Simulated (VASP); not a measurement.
# TiH (Fm-3m) in VASP: further runs, part 3 of 4

VASP 6.6.1.

**5. Single point, PBEsol**

This run uses another cell than the first one, of 8.90 Å³/atom.

Contents of INCAR:

```
SYSTEM = TiH
  PREC = Accurate
  ENCUT = 500
  EDIFF = 1E-6
  ISMEAR = -1
  SIGMA = 0.1
  LREAL = .False.
  LASPH = .True.
  NELM = 120
  ALGO = Normal
  ISIF = 2
  LWAVE = .False.
  LCHARG = .True.
  GGA = PS
  LELF = .True.
  LVHAR = .True.
  NBANDS = 14
  GGA_COMPAT = .False.
```

Contents of KPOINTS:

```
Automatic mesh
0
Gamma
  18 18 18
  0 0 0
```

Contents of POSCAR:

```
TiH
1.0
    0.0000000000      2.0723828567      2.0723828567
    2.0723828567      0.0000000000      2.0723828567
    2.0723828567      2.0723828567      0.0000000000
Ti H
1 1
Direct
    0.0000000000      0.0000000000      0.0000000000
    0.5000000000      0.5000000000      0.5000000000
```

Potentials or basis: VASP PAW PBE potentials, release 64 (Ti_sv, H).

Run with:

```bash
$ cat potpaw_PBE.64/Ti_sv/POTCAR potpaw_PBE.64/H/POTCAR > POTCAR
$ mpirun -np 1 vasp_std > vasp.out
```

OUTCAR:

```text
SYSTEM = TiH
   PREC = Accurate
   ENCUT = 500
   EDIFF = 1E-6
   ISMEAR = -1
   LREAL = .False.
   LASPH = .True.
   NELM = 120
   ISIF = 2
   GGA = PS

 ion  position               nearest neighbor table
   1  0.000  0.000  0.000-
   2  0.500  0.500  0.500-

  LATTYP: Found a face centered cubic cell.
 ALAT       =     4.1447657134

  Lattice vectors:

 A1 = (   0.0000000000,   2.0723828567,   2.0723828567)
 A2 = (   2.0723828567,   0.0000000000,   2.0723828567)
 A3 = (   2.0723828567,   2.0723828567,   0.0000000000)

Analysis of symmetry for initial positions (statically):
=====================================================================
 Subroutine PRICEL returns:
 Original cell was already a primitive cell.

 Routine SETGRP: Setting up the symmetry group for a
 face centered cubic supercell.

 Subroutine GETGRP returns: Found 48 space group operations
 (whereof 48 operations were pure point group operations)
 out of a pool of 48 trial point group operations.

The static configuration has the point symmetry O_h .

Analysis of symmetry for dynamics (positions and initial velocities):
=====================================================================
 Subroutine PRICEL returns:
 Original cell was already a primitive cell.

 Routine SETGRP: Setting up the symmetry group for a
 face centered cubic supercell.

 Subroutine GETGRP returns: Found 48 space group operations
 (whereof 48 operations were pure point group operations)
 out of a pool of 48 trial point group operations.

The dynamic configuration has the point symmetry O_h .

 Subroutine INISYM returns: Found 48 space group operations
 (whereof 48 operations are pure point group operations),
 and found     1 'primitive' translations

----------------------------------------------------------------------------------------

                                     Primitive cell

  volume of cell :      17.8008

  direct lattice vectors                    reciprocal lattice vectors
     0.000000000  2.072382857  2.072382857    -0.241268161  0.241268161  0.241268161
     2.072382857  0.000000000  2.072382857     0.241268161 -0.241268161  0.241268161
     2.072382857  2.072382857  0.000000000     0.241268161  0.241268161 -0.241268161

  length of vectors
     2.930791942  2.930791942  2.930791942     0.417888712  0.417888712  0.417888712

  position of ions in fractional coordinates (direct lattice)
     0.000000000  0.000000000  0.000000000
     0.500000000  0.500000000  0.500000000

  ion indices of the primitive-cell ions
   primitive index   ion index
                 1           1
                 2           2

----------------------------------------------------------------------------------------

 KPOINTS: Automatic mesh

Automatic generation of k-mesh.
 Grid dimensions read from file:
 generate k-points for:   18   18   18

 Generating k-lattice:

  Cartesian coordinates                     Fractional coordinates (reciprocal lattice)
    -0.013403787  0.013403787  0.013403787     0.055555556  0.000000000  0.000000000
     0.013403787 -0.013403787  0.013403787     0.000000000  0.055555556  0.000000000
     0.013403787  0.013403787 -0.013403787     0.000000000  0.000000000  0.055555556

  Length of vectors
     0.023216040  0.023216040  0.023216040

  Shift w.r.t. Gamma in fractional coordinates (k-lattice)
     0.000000000  0.000000000  0.000000000

 Subroutine IBZKPT returns following result:
 ===========================================

 Found    195 irreducible k-points:

 Following reciprocal coordinates:
            Coordinates               Weight
  0.000000  0.000000  0.000000      1.000000
  0.055556  0.000000  0.000000      8.000000
  0.111111  0.000000  0.000000      8.000000
  0.166667  0.000000  0.000000      8.000000
  0.222222  0.000000  0.000000      8.000000
  0.277778  0.000000  0.000000      8.000000
[... 16 lines left out ...]
 -0.277778  0.055556  0.000000     24.000000
 -0.222222  0.055556  0.000000     24.000000
 [... further k-points ...]
   k-points           NKPTS =    195   k-points in BZ     NKDIM =    195   number of bands    NBANDS=     14
   number of dos      NEDOS =    301   number of ions     NIONS =      2
   total plane-waves  NPLWV =  13824
   dimension x,y,z NGX =    24 NGY =   24 NGZ =   24
   dimension x,y,z NGXF=    48 NGYF=   48 NGZF=   48
   ions per type =               1   1
   NGX,Y,Z   is equivalent  to a cutoff of  13.61, 13.61, 13.61 a.u.
   NGXF,Y,Z  is equivalent  to a cutoff of  27.23, 27.23, 27.23 a.u.
 SYSTEM =  TiH
   PREC   = accura    normal or accurate (medium, high low for compatibility)
   ISTART =      0    job   : 0-new  1-cont  2-samecut
   ICHARG =      2    charge: 1-file 2-atom 10-const
   ISPIN  =      1    spin polarized calculation?
   LNONCOLLINEAR =      F non collinear calculations
   LSORBIT =      F    spin-orbit coupling
   LASPH  =      T    aspherical Exc in radial PAW
   ENCUT  =  500.0 eV  36.75 Ry    6.06 a.u.   5.34  5.34  5.34*2*pi/ulx,y,z
   NELM   =    120;   NELMIN=  2; NELMDL= -5     # of ELM steps
   EDIFF  = 0.1E-05   stopping-criterion for ELM
   LREAL  =      F    real-space projection
   EDIFFG = 0.1E-04   stopping-criterion for IOM
   NSW    =      0    number of steps for IOM
   IBRION =     -1    ionic relax: 0-MD 1-quasi-New 2-CG
   NFREE  =      0    steps in history (QN), initial steepest desc. (CG)
   ISIF   =      2    stress and relaxation
   ISYM   =      2    0-nonsym 1-usesym 2-fastsym
   POTIM  = 0.5000    time-step for ionic-motion
   TEBEG  =    0.0;   TEEND  =   0.0 temperature during run
   PSTRESS=    0.0 pullay stress
   NELECT =      13.0000    total number of electrons
   NUPDOWN=      -1.0000    fix difference up-down
   EMIN   =  10.00;   EMAX   =-10.00  energy-range for DOS
   EFERMI =   0.00;   METHOD = LEGACY
   ISMEAR =    -1;   SIGMA  =   0.10  broadening in eV -4-tet -1-fermi 0-gaus
   EFERMI_NEDOS =   21; number of points for ismear=-14 and -15
   IALGO  =     38    algorithm
   IMIX   =      4    mixing-type and parameters
     AMIX     =   0.40;   BMIX     =  1.00
     AMIX_MAG =   1.60;   BMIX_MAG =  1.00
  volume/ion in A,a.u.               =       8.90        60.06
  Fermi-wavevector in a.u.,A,eV,Ry     =   1.474266  2.785959 29.571737  2.173461
  Thomas-Fermi vector in A             =   2.589059
   LORBIT       =      0    0 simple, 1 ext, 2 COOP (PROOUT), +10 PAW based schemes
   GGA     = PS    functional components
   LHFCALC =     F    Hartree Fock is set to
   AEXX    =    0.0000 exact exchange contribution
   IVDW    =     0    specifies the selected vdW correction
   LEPSILON=     F    determine dielectric tensor
   LRPA    =     F    only Hartree local field effects (RPA)
 non-spin polarized calculation
  energy-cutoff  :      500.00
  volume of cell :       17.80
 maximum number of plane-waves:       465
 NGX is ok and might be reduce to    24
   NGX = 11   NGY = 11   NGZ = 11

 number of electron      12.9999998 magnetization

 Free energy of the ion-electron system (eV)
  ---------------------------------------------------
  ext. energy  EPLUGINS =         0.00000000
  ---------------------------------------------------
  free energy    TOTEN  =       -12.45519680 eV

  energy without entropy =      -12.39600731  energy(sigma->0) =      -12.42560205

 E-fermi :   8.9503     XC(G=0): -12.1768

 val. band max:        8.9472857003   @ k =  -0.2222   0.1667   0.0556
 cond. band min:       8.9544646591   @ k =  -0.4444   0.1667   0.0000
 fundamental gap:      0.0071789589
 Fermi energy:         8.9502561153

 k-point     1 :       0.0000    0.0000    0.0000
  band No.  band energies     occupation
      1     -47.4972      2.00000
      2     -23.5054      2.00000
      3     -23.5054      2.00000
      4     -23.5054      2.00000
      5      -0.6570      2.00000
      6       9.6348      0.00213
      7       9.6348      0.00213
      8       9.6348      0.00213
      9      11.1713      0.00000
     10      11.1713      0.00000
     11      19.8536      0.00000
     12      23.6304      0.00000
     13      25.3962      0.00000
     14      25.3962      0.00000
[... 375 lines left out ...]
 k-point    24 :      -0.2222    0.0556    0.0000
  band No.  band energies     occupation
      1     -47.4382      2.00000
      2     -23.8397      2.00000
      3     -23.5665      2.00000
      4     -23.5373      2.00000
      5       0.9465      2.00000
      6       8.4215      1.98994
      7       9.6669      0.00154
      8       9.8405      0.00027
      9      10.9423      0.00000
     10      11.4685      0.00000
     11      16.5705      0.00000
     12      22.7138      0.00000
     13      25.9779      0.00000
     14      27.5989      0.00000

 [... further k-points ...]
[... 5 lines left out ...]
  --------------------------------------------------------------------------------------
  -------------------------------------------------------------------------------------
  Total       -0.0218513     -0.0218513     -0.0218513     -0.0000000      0.0000000      0.0000000
  in kB       -1.9667411     -1.9667411     -1.9667411     -0.0000000      0.0000000      0.0000000
  external PRESSURE =      -1.9667411 kB  Pullay stress =       0.0000000 kB

 VOLUME and BASIS-vectors are now :
 -----------------------------------------------------------------------------
  energy-cutoff  :      500.00
  volume of cell :       17.80
      direct lattice vectors                 reciprocal lattice vectors
     0.000000000  2.072382857  2.072382857    -0.241268161  0.241268161  0.241268161
     2.072382857  0.000000000  2.072382857     0.241268161 -0.241268161  0.241268161
     2.072382857  2.072382857  0.000000000     0.241268161  0.241268161 -0.241268161

 POSITION                                       TOTAL-FORCE (eV/Angst)
 -----------------------------------------------------------------------------------
      0.00000      0.00000      0.00000         0.000000      0.000000     -0.000000
      2.07238      2.07238      2.07238         0.000000     -0.000000      0.000000
 -----------------------------------------------------------------------------------
    total drift:                                0.000000     -0.000000     -0.000000

  FREE ENERGIE OF THE ION-ELECTRON SYSTEM (eV)
  ---------------------------------------------------
  free  energy   TOTEN  =       -12.4551967957 eV

  energy  without entropy=      -12.3960073056  energy(sigma->0) =      -12.42560205
```

Run time: 21 s. Hardware: 1 thread of Intel Xeon Platinum 8488C (Sapphire Rapids), shared host; peak memory 0.17 GiB.

What came out:

- Free energy: -12.4552 eV
- Pressure: -0.2 GPa
- Band gap on the k mesh: zero (an odd number of electrons rules out a gap without spin polarisation)

Caveat: the PAW data sets were made with another functional, which shifts forces and pressure a little; an odd number of electrons without spin polarisation forces a metal; a magnetic or distorted state may lie lower.

**6. Relaxation of cell and atoms, PBEsol**

This run uses another cell than the first one, of 9.13 Å³/atom.

Contents of INCAR:

```
SYSTEM = TiH
ALGO = Normal
EDIFF = 1E-7
EDIFFG = -0.01
ENCUT = 500
GGA = PS
GGA_COMPAT = .False.
IBRION = 2
ISIF = 3
ISMEAR = -1
LASPH = .True.
LCHARG = .False.
LREAL = .False.
LWAVE = .False.
NELM = 120
NELMIN = 4
NSW = 80
PREC = Accurate
SIGMA = 0.1
```

Contents of KPOINTS:

```
k-points
0
Gamma
  18 18 18
  0 0 0
```

Contents of POSCAR:

```
TiH
1.0
    0.0000000000      2.0900000000      2.0900000000
    2.0900000000      0.0000000000      2.0900000000
    2.0900000000      2.0900000000      0.0000000000
Ti H
1 1
Direct
    0.0000000000      0.0000000000      0.0000000000
    0.5000000000      0.5000000000      0.5000000000
```

Potentials or basis: VASP PAW PBE potentials, release 64 (Ti_sv, H).

Run with:

```bash
$ cat potpaw_PBE.64/Ti_sv/POTCAR potpaw_PBE.64/H/POTCAR > POTCAR
$ mpirun -np 1 vasp_std > vasp.out
```

OUTCAR:

```text
SYSTEM = TiH
   EDIFF = 1E-7
   EDIFFG = -0.01
   ENCUT = 500
   GGA = PS
   IBRION = 2
   ISIF = 3
   ISMEAR = -1
   LASPH = .True.
   LREAL = .False.
   NELM = 120
   NELMIN = 4
   NSW = 80
   PREC = Accurate

 ion  position               nearest neighbor table
   1  0.000  0.000  0.000-
   2  0.500  0.500  0.500-

  LATTYP: Found a face centered cubic cell.
 ALAT       =     4.1800000000

  Lattice vectors:

 A1 = (   0.0000000000,   2.0900000000,   2.0900000000)
 A2 = (   2.0900000000,   0.0000000000,   2.0900000000)
 A3 = (   2.0900000000,   2.0900000000,   0.0000000000)

Analysis of symmetry for initial positions (statically):
=====================================================================
 Subroutine PRICEL returns:
 Original cell was already a primitive cell.

 Routine SETGRP: Setting up the symmetry group for a
 face centered cubic supercell.

 Subroutine GETGRP returns: Found 48 space group operations
 (whereof 48 operations were pure point group operations)
 out of a pool of 48 trial point group operations.

The static configuration has the point symmetry O_h .

Analysis of symmetry for dynamics (positions and initial velocities):
=====================================================================
 Subroutine PRICEL returns:
 Original cell was already a primitive cell.

 Routine SETGRP: Setting up the symmetry group for a
 face centered cubic supercell.

 Subroutine GETGRP returns: Found 48 space group operations
 (whereof 48 operations were pure point group operations)
 out of a pool of 48 trial point group operations.

The dynamic configuration has the point symmetry O_h .

 Subroutine INISYM returns: Found 48 space group operations
[... 122 lines left out ...]
   GGA     = PS    functional components
   LHFCALC =     F    Hartree Fock is set to
   AEXX    =    0.0000 exact exchange contribution
   IVDW    =     0    specifies the selected vdW correction
   LEPSILON=     F    determine dielectric tensor
   LRPA    =     F    only Hartree local field effects (RPA)
 conjugate gradient relaxation of ions
 non-spin polarized calculation
  energy-cutoff  :      500.00
  volume of cell :       18.26
 maximum number of plane-waves:       483
 NGX is ok and might be reduce to    24
   NGX = 11   NGY = 11   NGZ = 11

--------------------------------------- Ionic step        1  -------------------------------------------

 number of electron      12.9999996 magnetization

 Free energy of the ion-electron system (eV)
  ---------------------------------------------------
  ext. energy  EPLUGINS =         0.00000000
  ---------------------------------------------------
  free energy    TOTEN  =       -12.45010537 eV

  energy without entropy =      -12.38990360  energy(sigma->0) =      -12.42000448

------------------------ aborting loop because EDIFF is reached ----------------------------------------

  FORCE on cell =-STRESS in cart. coord.  units (eV):
  Direction    XX          YY          ZZ          XY          YZ          ZX
  --------------------------------------------------------------------------------------
  -------------------------------------------------------------------------------------
  Total       -0.4225011     -0.4225011     -0.4225011      0.0000000     -0.0000000      0.0000000
  in kB      -37.0740150    -37.0740150    -37.0740150      0.0000000     -0.0000000      0.0000000
  external PRESSURE =     -37.0740150 kB  Pullay stress =       0.0000000 kB
[... 59 lines left out ...]
--------------------------------------- Ionic step        3  -------------------------------------------

 number of electron      12.9999998 magnetization

 Free energy of the ion-electron system (eV)
  ---------------------------------------------------
  ext. energy  EPLUGINS =         0.00000000
  ---------------------------------------------------
  free energy    TOTEN  =       -12.45573853 eV

  energy without entropy =      -12.39659039  energy(sigma->0) =      -12.42616446

 E-fermi :   8.9602     XC(G=0): -12.1810

 val. band max:        8.9569307695   @ k =  -0.2222   0.1667   0.0556
 cond. band min:       8.9643740916   @ k =  -0.4444   0.1667   0.0000
 fundamental gap:      0.0074433221
 Fermi energy:         8.9602211007

 k-point     1 :       0.0000    0.0000    0.0000
  band No.  band energies     occupation
      1     -47.4854      2.00000
      2     -23.4926      2.00000
      3     -23.4926      2.00000
      4     -23.4926      2.00000
      5      -0.6519      2.00000
      6       9.6452      0.00212
      7       9.6452      0.00212
      8       9.6452      0.00212
      9      11.1838      0.00000
     10      11.1838      0.00000
[... 287 lines left out ...]
 k-point    24 :      -0.2222    0.0556    0.0000
  band No.  band energies     occupation
      1     -47.4262      2.00000
      2     -23.8279      2.00000
      3     -23.5539      2.00000
      4     -23.5245      2.00000
      5       0.9528      2.00000
      6       8.4306      1.99003
      7       9.6773      0.00154
      8       9.8511      0.00027
      9      10.9544      0.00000
     10      11.4813      0.00000

 [... further k-points ...]
[... 5 lines left out ...]
  --------------------------------------------------------------------------------------
  -------------------------------------------------------------------------------------
  Total        0.0015994      0.0015994      0.0015994      0.0000000      0.0000000     -0.0000000
  in kB        0.1440859      0.1440859      0.1440859      0.0000000      0.0000000     -0.0000000
  external PRESSURE =       0.1440859 kB  Pullay stress =       0.0000000 kB
[... 17 lines left out ...]
  FREE ENERGIE OF THE ION-ELECTRON SYSTEM (eV)
  ---------------------------------------------------
  free  energy   TOTEN  =       -12.4557385264 eV

  energy  without entropy=      -12.3965903940  energy(sigma->0) =      -12.42616446

 reached required accuracy - stopping structural energy minimisation
```

OSZICAR:

```text
N       E                     dE             d eps       ncg     rms          rms(c)
DAV:   1     0.771649869423E+02    0.77165E+02   -0.69028E+03  3902   0.144E+03
DAV:   2    -0.966584185042E+01   -0.86831E+02   -0.85286E+02  3980   0.331E+02
DAV:   3    -0.139551839146E+02   -0.42893E+01   -0.42094E+01  5616   0.776E+01
[... 27 lines left out ...]
DAV:   3    -0.124556008062E+02    0.79507E-04   -0.12267E-03  5464   0.309E-01    0.359E-02
DAV:   4    -0.124556754167E+02   -0.74610E-04   -0.22917E-04  5160   0.101E-01    0.205E-02
DAV:   5    -0.124557254985E+02   -0.50082E-04   -0.76646E-05  5082   0.629E-02    0.184E-02
DAV:   6    -0.124557376238E+02   -0.12125E-04   -0.28160E-05  5108   0.413E-02    0.616E-03
DAV:   7    -0.124557385797E+02   -0.95591E-06   -0.19631E-06  5024   0.121E-02    0.234E-03
DAV:   8    -0.124557385264E+02    0.53245E-07   -0.61570E-07  4564   0.614E-03
   3 F= -.12455739E+02 E0= -.12426164E+02  d E =-.563316E-02
```

CONTCAR:

```text
TiH
   1.00000000000000
     0.0000000000000000    2.0717723297473079    2.0717723297473079
     2.0717723297473079   -0.0000000000000000    2.0717723297473079
     2.0717723297473079    2.0717723297473079    0.0000000000000000
  Ti              H
     1     1
Direct
     0.0000000000000000    0.0000000000000000    0.0000000000000000
     0.5000000000000000    0.5000000000000000    0.5000000000000000

  0.00000000E+00  0.00000000E+00  0.00000000E+00
  0.00000000E+00  0.00000000E+00  0.00000000E+00
```

Run time: 53 s. Hardware: 1 thread of Intel Xeon Platinum 8488C (Sapphire Rapids), shared host; peak memory 0.17 GiB.

Results:

```
Free energy                           : -12.4557 eV
Relaxed volume                        : 8.89 Å³/atom
Relaxed cell                          : a = 2.930 Å, b = 2.930 Å, c = 2.930 Å, α = 60.00°, β = 60.00°, γ = 60.00°
Space group after relaxing (to 0.1 Å) : Fm-3m (No. 225)
Energy gained by relaxing             : 2.8 meV/atom
Ionic steps                           : 3
Pressure after relaxing               : 0.0 GPa
Band gap on the k mesh                : zero (an odd number of electrons rules out a gap without spin polarisation)
```

Step by step:
| step | energy change (eV) | largest force (eV/Å) | pressure (GPa) | volume (Å³) |
| --- | --- | --- | --- | --- |
| 1 | 0.0000 | 0.0000 | -3.71 | 18.26 |
| 2 | -0.0055 | 0.0000 | 0.69 | 17.71 |
| 3 | -0.0056 | 0.0000 | 0.01 | 17.79 |

Final structure:
```yaml
crystal:
  lattice:
    - [0.00000, 2.07177, 2.07177]
    - [2.07177, 0.00000, 2.07177]
    - [2.07177, 2.07177, 0.00000]
  atoms:
    - { symbol: Ti, position: [0.00000, 0.00000, 0.00000] }
    - { symbol: H, position: [0.50000, 0.50000, 0.50000] }
```

Caveat: the PAW data sets were made with another functional, which shifts forces and pressure a little; an odd number of electrons without spin polarisation forces a metal; a magnetic or distorted state may lie lower.

(Continued in part 4 of 4.)
